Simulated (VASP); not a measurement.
Input of a VASP 6.6.1 run:

The input INCAR:

```
  PREC = Accurate
  ENCUT = 520
  EDIFF = 1E-7
  ISMEAR = 0
  SIGMA = 0.1
  LREAL = F
  LASPH = T
  NELM = 100
  ALGO = Normal
  ISIF = 2
  LWAVE = F
  LCHARG = F
  GGA = PE
  NBANDS = 34
```

KPOINTS

```
regular mesh
0
Gamma
  12 12 4
```

The input POSCAR:

```
La2Zr2O
1.0
    3.4145303899      0.0000000000      0.0000000000
   -1.7072651950      2.9570700596      0.0000000000
    0.0000000000      0.0000000000     11.7212426499
La Zr O
2 2 1
Direct
    0.6666666667      0.3333333333      0.6459673500
    0.3333333333      0.6666666667      0.3540326500
    0.6666666667      0.3333333333      0.1030553411
    0.3333333333      0.6666666667      0.8969446589
    0.0000000000      0.0000000000      0.0000000000
```

Potentials or basis: VASP PAW PBE potentials, release 64 (La, Zr_sv, O).

Command:

```console
$ cat potpaw_PBE.64/La/POTCAR potpaw_PBE.64/Zr_sv/POTCAR potpaw_PBE.64/O/POTCAR > POTCAR
$ mpirun -np 1 vasp_std > vasp.out
```

Estimate the largest force.

0.027 eV/Å.

Predict the band gap on the k mesh.

zero (band 26 reaches 9.27 eV, above the bottom of band 27 at 8.75 eV).

Forces in eV/Å, atoms in the order of the input:
```
La   0.000  0.000  0.004
La   0.000  0.000 -0.004
Zr   0.000  0.000  0.027
Zr   0.000  0.000 -0.027
O    0.000  0.000  0.000
```

Caveat: spin-orbit coupling is left out, which moves the levels of the heavy elements.
